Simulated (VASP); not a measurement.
# ZrC (Fm-3m) in VASP: a series of runs, part 2 of 2

VASP 6.6.1.

## 5. Single point, LDA

This run uses another cell than the first one, of 12.22 Å³/atom, 0.977 times its volume.

INCAR reads:

```
SYSTEM = ZrC
PREC = Accurate
ENCUT = 520
EDIFF = 1E-7
ISMEAR = -1
SIGMA = 0.1
LREAL = .FALSE.
LASPH = .TRUE.
NELM = 80
ALGO = Normal
ISIF = 2
LWAVE = .FALSE.
LCHARG = .TRUE.
LELF = .TRUE.
LVHAR = .TRUE.
NBANDS = 15
```

KPOINTS reads:

```
Automatic mesh
0
G
  10 10 10
  0 0 0
```

POSCAR reads:

```
ZrC
1.0
    0.0000000000      2.3030992848      2.3030992848
    2.3030992848      0.0000000000      2.3030992848
    2.3030992848      2.3030992848      0.0000000000
Zr C
1 1
Direct
    0.5000000000      0.5000000000      0.5000000000
    0.0000000000      0.0000000000      0.0000000000
```

Potentials or basis: VASP PAW LDA potentials, release 64 (Zr_sv, C).

Run with:

```
> cat potpaw_LDA.64/Zr_sv/POTCAR potpaw_LDA.64/C/POTCAR > POTCAR
> mpirun -np 1 vasp_std > vasp.out
```

OUTCAR:

```text
SYSTEM = ZrC
   PREC = Accurate
   ENCUT = 520
   EDIFF = 1E-7
   ISMEAR = -1
   LREAL = .FALSE.
   LASPH = .TRUE.
   NELM = 80
   ISIF = 2

 ion  position               nearest neighbor table
   1  0.500  0.500  0.500-   2 2.30   2 2.30   2 2.30   2 2.30   2 2.30   2 2.30
   2  0.000  0.000  0.000-   1 2.30   1 2.30   1 2.30   1 2.30   1 2.30   1 2.30

  LATTYP: Found a face centered cubic cell.
 ALAT       =     4.6061985696

  Lattice vectors:

 A1 = (   0.0000000000,   2.3030992848,   2.3030992848)
 A2 = (   2.3030992848,   0.0000000000,   2.3030992848)
 A3 = (   2.3030992848,   2.3030992848,   0.0000000000)

Analysis of symmetry for initial positions (statically):
=====================================================================
 Subroutine PRICEL returns:
 Original cell was already a primitive cell.

 Routine SETGRP: Setting up the symmetry group for a
 face centered cubic supercell.

 Subroutine GETGRP returns: Found 48 space group operations
 (whereof 48 operations were pure point group operations)
 out of a pool of 48 trial point group operations.

The static configuration has the point symmetry O_h .

Analysis of symmetry for dynamics (positions and initial velocities):
=====================================================================
 Subroutine PRICEL returns:
 Original cell was already a primitive cell.

 Routine SETGRP: Setting up the symmetry group for a
 face centered cubic supercell.

 Subroutine GETGRP returns: Found 48 space group operations
 (whereof 48 operations were pure point group operations)
 out of a pool of 48 trial point group operations.

The dynamic configuration has the point symmetry O_h .

 Subroutine INISYM returns: Found 48 space group operations
 (whereof 48 operations are pure point group operations),
 and found     1 'primitive' translations

----------------------------------------------------------------------------------------

                                     Primitive cell

  volume of cell :      24.4325

  direct lattice vectors                    reciprocal lattice vectors
     0.000000000  2.303099285  2.303099285    -0.217098760  0.217098760  0.217098760
     2.303099285  0.000000000  2.303099285     0.217098760 -0.217098760  0.217098760
     2.303099285  2.303099285  0.000000000     0.217098760  0.217098760 -0.217098760

  length of vectors
     3.257074244  3.257074244  3.257074244     0.376026083  0.376026083  0.376026083

  position of ions in fractional coordinates (direct lattice)
     0.500000000  0.500000000  0.500000000
     0.000000000  0.000000000  0.000000000

  ion indices of the primitive-cell ions
   primitive index   ion index
                 1           1
                 2           2

----------------------------------------------------------------------------------------

 KPOINTS: Automatic mesh

Automatic generation of k-mesh.
 Grid dimensions read from file:
 generate k-points for:   10   10   10

 Generating k-lattice:

  Cartesian coordinates                     Fractional coordinates (reciprocal lattice)
    -0.021709876  0.021709876  0.021709876     0.100000000  0.000000000  0.000000000
     0.021709876 -0.021709876  0.021709876     0.000000000  0.100000000  0.000000000
[... 41 lines left out ...]
   number of dos      NEDOS =    301   number of ions     NIONS =      2
   total plane-waves  NPLWV =  13824
   dimension x,y,z NGX =    24 NGY =   24 NGZ =   24
   dimension x,y,z NGXF=    48 NGYF=   48 NGZF=   48
   ions per type =               1   1
   NGX,Y,Z   is equivalent  to a cutoff of  12.25, 12.25, 12.25 a.u.
   NGXF,Y,Z  is equivalent  to a cutoff of  24.50, 24.50, 24.50 a.u.
 SYSTEM =  ZrC
   PREC   = accura    normal or accurate (medium, high low for compatibility)
   ISTART =      0    job   : 0-new  1-cont  2-samecut
   ICHARG =      2    charge: 1-file 2-atom 10-const
   ISPIN  =      1    spin polarized calculation?
   LNONCOLLINEAR =      F non collinear calculations
   LSORBIT =      F    spin-orbit coupling
   LASPH  =      T    aspherical Exc in radial PAW
   ENCUT  =  520.0 eV  38.22 Ry    6.18 a.u.   6.06  6.06  6.06*2*pi/ulx,y,z
   NELM   =     80;   NELMIN=  2; NELMDL= -5     # of ELM steps
   EDIFF  = 0.1E-06   stopping-criterion for ELM
   LREAL  =      F    real-space projection
   EDIFFG = 0.1E-05   stopping-criterion for IOM
   NSW    =      0    number of steps for IOM
   IBRION =     -1    ionic relax: 0-MD 1-quasi-New 2-CG
   NFREE  =      0    steps in history (QN), initial steepest desc. (CG)
   ISIF   =      2    stress and relaxation
   ISYM   =      2    0-nonsym 1-usesym 2-fastsym
   POTIM  = 0.5000    time-step for ionic-motion
   TEBEG  =    0.0;   TEEND  =   0.0 temperature during run
   PSTRESS=    0.0 pullay stress
   NELECT =      16.0000    total number of electrons
   NUPDOWN=      -1.0000    fix difference up-down
   EMIN   =  10.00;   EMAX   =-10.00  energy-range for DOS
   EFERMI =   0.00;   METHOD = LEGACY
   ISMEAR =    -1;   SIGMA  =   0.10  broadening in eV -4-tet -1-fermi 0-gaus
   EFERMI_NEDOS =   21; number of points for ismear=-14 and -15
   IALGO  =     38    algorithm
   IMIX   =      4    mixing-type and parameters
     AMIX     =   0.40;   BMIX     =  1.00
     AMIX_MAG =   1.60;   BMIX_MAG =  1.00
  volume/ion in A,a.u.               =      12.22        82.44
  Fermi-wavevector in a.u.,A,eV,Ry     =   1.421648  2.686526 27.498515  2.021084
  Thomas-Fermi vector in A             =   2.542436
   LORBIT       =      0    0 simple, 1 ext, 2 COOP (PROOUT), +10 PAW based schemes
   GGA     = CA    functional components
   LHFCALC =     F    Hartree Fock is set to
   AEXX    =    0.0000 exact exchange contribution
   IVDW    =     0    specifies the selected vdW correction
   LEPSILON=     F    determine dielectric tensor
   LRPA    =     F    only Hartree local field effects (RPA)
 non-spin polarized calculation
  energy-cutoff  :      520.00
  volume of cell :       24.43
 maximum number of plane-waves:       678
   NGX = 13   NGY = 13   NGZ = 13

 number of electron      16.0000000 magnetization

 Free energy of the ion-electron system (eV)
  ---------------------------------------------------
  ext. energy  EPLUGINS =         0.00000000
  ---------------------------------------------------
  free energy    TOTEN  =       -21.26788875 eV

  energy without entropy =      -21.25705606  energy(sigma->0) =      -21.26247240

 E-fermi :  10.1716     XC(G=0): -12.6565

 val. band max:       10.1438938227   @ k =   0.4000   0.4000   0.0000
 cond. band min:      10.2266558834   @ k =   0.1000   0.1000   0.0000
 fundamental gap:      0.0827620607
 Fermi energy:        10.1716376689

 k-point     1 :       0.0000    0.0000    0.0000
  band No.  band energies     occupation
      1     -37.4103      2.00000
      2     -15.2218      2.00000
      3     -15.2218      2.00000
      4     -15.2218      2.00000
      5      -1.1880      2.00000
      6      11.1244      0.00015
      7      11.1244      0.00015
      8      11.1244      0.00015
      9      11.2223      0.00005
     10      11.2223      0.00005
     11      11.2223      0.00005
     12      13.1416      0.00000
     13      13.1416      0.00000
     14      18.2754      0.00000
[... 401 lines left out ...]
      2     -15.9964      2.00000
      3     -15.5282      2.00000
      4     -15.4943      2.00000
      5       0.3673      2.00000
      6       6.9570      2.00000
      7       8.3146      2.00000
      8       9.5392      1.99642
      9      10.3634      0.25629
     10      15.0441      0.00000
     11      16.0505      0.00000
     12      16.1704      0.00000
     13      18.7054      0.00000
     14      22.4775      0.00000
     15      23.9149      0.00000

 [... further k-points ...]

------------------------ aborting loop because EDIFF is reached ----------------------------------------

  FORCE on cell =-STRESS in cart. coord.  units (eV):
  Direction    XX          YY          ZZ          XY          YZ          ZX
  --------------------------------------------------------------------------------------
  -------------------------------------------------------------------------------------
  Total        1.0128298      1.0128298      1.0128298     -0.0000000      0.0000000      0.0000000
  in kB       66.4169734     66.4169734     66.4169734     -0.0000000      0.0000000      0.0000000
  external PRESSURE =      66.4169734 kB  Pullay stress =       0.0000000 kB

 VOLUME and BASIS-vectors are now :
 -----------------------------------------------------------------------------
  energy-cutoff  :      520.00
  volume of cell :       24.43
      direct lattice vectors                 reciprocal lattice vectors
     0.000000000  2.303099285  2.303099285    -0.217098760  0.217098760  0.217098760
     2.303099285  0.000000000  2.303099285     0.217098760 -0.217098760  0.217098760
     2.303099285  2.303099285  0.000000000     0.217098760  0.217098760 -0.217098760

 POSITION                                       TOTAL-FORCE (eV/Angst)
 -----------------------------------------------------------------------------------
      2.30310      2.30310      2.30310        -0.000000      0.000000     -0.000000
      0.00000      0.00000      0.00000         0.000000     -0.000000      0.000000
 -----------------------------------------------------------------------------------
    total drift:                                0.000000     -0.000000      0.000000

  FREE ENERGIE OF THE ION-ELECTRON SYSTEM (eV)
  ---------------------------------------------------
  free  energy   TOTEN  =       -21.2678887455 eV

  energy  without entropy=      -21.2570560598  energy(sigma->0) =      -21.26247240
```

It took 5.5 s on 1 thread of Intel Xeon 6975P-C (Granite Rapids), shared host; peak memory 0.14 GiB.

Results:

- Free energy: -21.2679 eV
- Pressure: 6.6 GPa
- Band gap on the k mesh: zero (band 8 reaches 11.12 eV, above the bottom of band 9 at 9.86 eV)

## 6. Overview

```csv
cell,gap on the mesh (eV),pressure (GPa)
"a = 3.282 Å, angles 60.0°, 2 atoms",none,0.6
"a = 3.274 Å, angles 60.0°, 2 atoms",none,2.6
"a = 3.265 Å, angles 60.0°, 2 atoms",none,4.7
"a = 3.257 Å, angles 60.0°, 2 atoms",none,6.6
```

Alike in all rows: task single point; level LDA; potentials or basis VASP PAW LDA potentials, release 64 (Zr_sv, C); no spin polarisation; k mesh 10 × 10 × 10; cutoff (eV) 520; smearing fermi-dirac 0.1 eV.

Absolute energies hang on the potentials; compare differences alone.
